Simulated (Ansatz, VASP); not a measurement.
# Two plane-wave programs on C

```
C
1.0
     2.49256    0.00000    0.00000
    -1.24628    2.15862    0.00000
     0.00000    0.00000    8.22058
C
8
Direct
  0.00000 0.00000 0.00078
  0.33333 0.66667 0.24928
  0.00000 0.00000 0.50078
  0.66667 0.33333 0.74928
  0.00000 0.00000 0.18672
  0.33333 0.66667 0.43822
  0.00000 0.00000 0.68672
  0.66667 0.33333 0.93822
```

Alike in both runs: task single point; functional PBE; k mesh 9 × 9 × 4; no spin polarisation.

|  | VASP | Ansatz |
| --- | --- | --- |
| version | VASP 6.6.1 | Ansatz 0.2.0 |
| potentials or method | VASP PAW PBE potentials, release 64 (C) | plane waves, PAW |
| plane-wave cutoff (eV) | 520 | 420 |
| occupations | gaussian, width 0.01 eV | fixed |
| valence electrons in the cell | 32 | 32 |

```tsv
	VASP	Ansatz	Ansatz less VASP
gap on the k mesh at the Fermi level (eV)	4.63	4.63	+0.007
pressure (GPa)	14.8	14.0	-0.78
traceless stress, the component that is largest in VASP (GPa)	0.02	0.06	+0.040
rms of the force components (eV/Å)	0.013	0.011	-0.0019
```

Atom by atom the forces differ by 0.002 eV/Å (rms over components).
